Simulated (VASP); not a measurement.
# Mo (P6/mmm) in VASP: notebook, part 2 of 2

VASP 6.6.1. The steps go on from the part before.

**3. Relaxation of cell and atoms, PBE**

This run uses another cell than the first one, of 16.45 Å³/atom.

The input, INCAR:

```
SYSTEM = Mo
  PREC = Accurate
  ENCUT = 600
  EDIFF = 1E-6
  ISMEAR = -1
  SIGMA = 0.08
  LREAL = .FALSE.
  LASPH = .TRUE.
  NELM = 80
  ALGO = Normal
  ISIF = 3
  LWAVE = .FALSE.
  LCHARG = .FALSE.
  GGA = PE
  IBRION = 2
  NSW = 60
  EDIFFG = -0.005
```

The input, KPOINTS:

```
Automatic mesh
0
G
  18 18 16
  0 0 0
```

The input, POSCAR:

```
Mo
1.0
    2.7238590252      0.0000000000      0.0000000000
   -1.3619295126      2.3589311122      0.0000000000
    0.0000000000      0.0000000000      2.5604274837
Mo
1
Direct
    0.0000000000      0.0000000000      0.0000000000
```

Potentials or basis: VASP PAW PBE potentials, release 64 (Mo_sv).

The run is started by

```sh
> cat potpaw_PBE.64/Mo_sv/POTCAR > POTCAR
> mpirun -np 1 vasp_std > vasp.out
```

OUTCAR:

```text
SYSTEM = Mo
   PREC = Accurate
   ENCUT = 600
   EDIFF = 1E-6
   ISMEAR = -1
   LREAL = .FALSE.
   LASPH = .TRUE.
   NELM = 80
   ISIF = 3
   GGA = PE
   IBRION = 2
   NSW = 60
   EDIFFG = -0.005

 ion  position               nearest neighbor table
   1  0.000  0.000  0.000-

  LATTYP: Found a hexagonal cell.
 ALAT       =     2.7238590252
 C/A-ratio  =     0.9400000000

  Lattice vectors:

 A1 = (   2.7238590252,   0.0000000000,   0.0000000000)
 A2 = (  -1.3619295126,   2.3589311122,   0.0000000000)
 A3 = (   0.0000000000,   0.0000000000,   2.5604274837)

Analysis of symmetry for initial positions (statically):
=====================================================================
 Subroutine PRICEL returns:
 Original cell was already a primitive cell.

 Routine SETGRP: Setting up the symmetry group for a
 hexagonal supercell.

 Subroutine GETGRP returns: Found 24 space group operations
 (whereof 24 operations were pure point group operations)
 out of a pool of 24 trial point group operations.

The static configuration has the point symmetry D_6h.

Analysis of symmetry for dynamics (positions and initial velocities):
=====================================================================
 Subroutine PRICEL returns:
 Original cell was already a primitive cell.

 Routine SETGRP: Setting up the symmetry group for a
 hexagonal supercell.

 Subroutine GETGRP returns: Found 24 space group operations
 (whereof 24 operations were pure point group operations)
 out of a pool of 24 trial point group operations.

The dynamic configuration has the point symmetry D_6h.

 Subroutine INISYM returns: Found 24 space group operations
 (whereof 24 operations are pure point group operations),
 and found     1 'primitive' translations

----------------------------------------------------------------------------------------

                                     Primitive cell

  volume of cell :      16.4518

[... 126 lines left out ...]

 number of electron      13.9999999 magnetization

 Free energy of the ion-electron system (eV)
  ---------------------------------------------------
  ext. energy  EPLUGINS =         0.00000000
  ---------------------------------------------------
  free energy    TOTEN  =       -10.05124729 eV

  energy without entropy =      -10.03097414  energy(sigma->0) =      -10.04111072

------------------------ aborting loop because EDIFF is reached ----------------------------------------

  FORCE on cell =-STRESS in cart. coord.  units (eV):
  Direction    XX          YY          ZZ          XY          YZ          ZX
  --------------------------------------------------------------------------------------
  -------------------------------------------------------------------------------------
  Total        0.8572062      0.8572062     -0.0947698      0.0000000      0.0000000      0.0000000
  in kB       83.4802029     83.4802029     -9.2292852      0.0000000      0.0000000      0.0000000
  external PRESSURE =      52.5770402 kB  Pullay stress =       0.0000000 kB
[... 162 lines left out ...]
--------------------------------------- Ionic step        6  -------------------------------------------

 number of electron      14.0000000 magnetization

 Free energy of the ion-electron system (eV)
  ---------------------------------------------------
  ext. energy  EPLUGINS =         0.00000000
  ---------------------------------------------------
  free energy    TOTEN  =       -10.06651254 eV

  energy without entropy =      -10.04333818  energy(sigma->0) =      -10.05492536

 E-fermi :  11.2787     XC(G=0): -12.8849

 val. band max:       11.2683593119   @ k =   0.0000   0.0000   0.4375
 cond. band min:      11.2833415388   @ k =   0.3333   0.0556   0.2500
 fundamental gap:      0.0149822270
 Fermi energy:        11.2786619075

 k-point     1 :       0.0000    0.0000    0.0000
  band No.  band energies     occupation
      1     -49.7254      2.00000
      2     -23.0805      2.00000
      3     -23.0805      2.00000
      4     -22.8832      2.00000
      5       4.6023      2.00000
      6       7.0167      2.00000
      7      10.4104      1.99996
      8      10.4104      1.99996
      9      15.4169      0.00000
     10      15.4169      0.00000
     11      24.1459      0.00000
[... 309 lines left out ...]
 k-point    24 :       0.3889    0.1111    0.0000
  band No.  band energies     occupation
      1     -49.5330      2.00000
      2     -24.2263      2.00000
      3     -23.4491      2.00000
      4     -22.7518      2.00000
      5       7.0117      2.00000
      6       8.0506      2.00000
      7      11.2502      1.17598
      8      12.7622      0.00000
      9      14.5879      0.00000
     10      15.9639      0.00000
     11      21.0056      0.00000

 [... further k-points ...]

------------------------ aborting loop because EDIFF is reached ----------------------------------------

  FORCE on cell =-STRESS in cart. coord.  units (eV):
  Direction    XX          YY          ZZ          XY          YZ          ZX
  --------------------------------------------------------------------------------------
  -------------------------------------------------------------------------------------
  Total       -0.0013520     -0.0013520     -0.0003478      0.0000000      0.0000000      0.0000000
  in kB       -0.1286985     -0.1286985     -0.0331100      0.0000000      0.0000000      0.0000000
  external PRESSURE =      -0.0968357 kB  Pullay stress =       0.0000000 kB
[... 16 lines left out ...]
  FREE ENERGIE OF THE ION-ELECTRON SYSTEM (eV)
  ---------------------------------------------------
  free  energy   TOTEN  =       -10.0665125351 eV

  energy  without entropy=      -10.0433381826  energy(sigma->0) =      -10.05492536

 reached required accuracy - stopping structural energy minimisation
```

OSZICAR:

```text
N       E                     dE             d eps       ncg     rms          rms(c)
DAV:   1     0.103265857580E+03    0.10327E+03   -0.89048E+03  7366   0.144E+03
DAV:   2    -0.888790843032E+01   -0.11215E+03   -0.10836E+03  8073   0.362E+02
[... 44 lines left out ...]
   5 F= -.10066512E+02 E0= -.10054930E+02  d E =-.202698E-02
       N       E                     dE             d eps       ncg     rms          rms(c)
DAV:   1    -0.100665279742E+02   -0.15245E-04   -0.41307E-04  7329   0.244E-01    0.268E-02
DAV:   2    -0.100665138833E+02    0.14091E-04   -0.16572E-05  7539   0.468E-02    0.845E-03
DAV:   3    -0.100665120965E+02    0.17869E-05   -0.49895E-06  7599   0.243E-02    0.365E-03
DAV:   4    -0.100665125351E+02   -0.43858E-06   -0.15531E-07  3678   0.481E-03
   6 F= -.10066513E+02 E0= -.10054925E+02  d E =-.202730E-02
```

Run time: 5.9 min. Hardware: 1 thread of Intel Xeon 8259CL, shared host; peak memory 0.21 GiB.

What came out:

```yaml
Free_energy: -10.0665 eV
Relaxed_volume: 16.83 Å³/atom
Relaxed_cell: a = 2.773 Å, b = 2.773 Å, c = 2.528 Å, α = 90.00°, β = 90.00°, γ = 120.00°
Space_group_after_relaxing_to_0.1_Å: P6/mmm (No. 191)
Energy_gained_by_relaxing: 15.3 meV/atom
Ionic_steps: 6
Pressure_after_relaxing: 0.0 GPa
Band_gap_on_the_k_mesh: zero (bands 7 and 8 overlap by 1.81 eV)
```

The path:
| step | energy change (eV) | largest force (eV/Å) | pressure (GPa) | volume (Å³) |
| --- | --- | --- | --- | --- |
| 1 | 0.0000 | 0.0000 | 5.26 | 16.45 |
| 2 | 0.0165 | 0.0000 | -9.86 | 17.76 |
| 3 | -0.0132 | 0.0000 | -1.46 | 16.96 |
| 4 | -0.0146 | 0.0000 | 0.85 | 16.76 |
| 5 | -0.0153 | 0.0000 | -0.03 | 16.83 |
| 6 | -0.0153 | 0.0000 | -0.01 | 16.83 |

Final structure:
```
Mo
1.0
     2.77291    0.00000    0.00000
    -1.38646    2.40141    0.00000
     0.00000    0.00000    2.52754
Mo
1
Direct
  0.00000 0.00000 0.00000
```
